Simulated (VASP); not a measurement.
A run of VASP 6.6.1:

INCAR

```
SYSTEM = Zn
PREC = Accurate
ENCUT = 520
EDIFF = 1E-6
ISMEAR = -1
SIGMA = 0.05
LREAL = .FALSE.
LASPH = .TRUE.
NELM = 80
ALGO = Normal
ISIF = 2
LWAVE = .FALSE.
LCHARG = .TRUE.
LDIPOL = .TRUE.
IDIPOL = 3
DIPOL = 0.5 0.5 0.500
GGA = PE
LELF = .TRUE.
LVHAR = .TRUE.
LVACPOTAV = .TRUE.
NBANDS = 51
```

KPOINTS

```
regular mesh
0
G
  12 12 1
  0 0 0
```

File POSCAR:

```
Zn
1.0
    2.6169740200      0.0000000000      0.0000000000
   -1.3084870100      2.2681701736      0.0000000000
    0.0000000000      0.0000000000     29.6008163838
Zn
7
Direct
    0.3393536486      0.6787072973      0.2533713903
    0.0115275509      0.0230551018      0.3350030037
    0.3508811995      0.7017623991      0.4175015018
    0.6902348482      0.3804696963      0.5000000000
    0.3624087504      0.7248175009      0.5816316134
    0.7017623991      0.4035247981      0.6641301116
    0.0411160477      0.0822320954      0.7466286097
```

Potentials or basis: VASP PAW PBE potentials, release 64 (Zn).

Launch:

```sh
$ cat potpaw_PBE.64/Zn/POTCAR > POTCAR
$ mpirun -np 1 vasp_std > vasp.out
```

Hardware: 1 thread of AMD EPYC 7571, on a shared host.

Task: How long does it take, and how much memory?

Result: Run time: 25 min on 1 thread of AMD EPYC 7571, on a shared host, peak memory 0.4 GiB. Counts: scf iterations 22, k points 43.
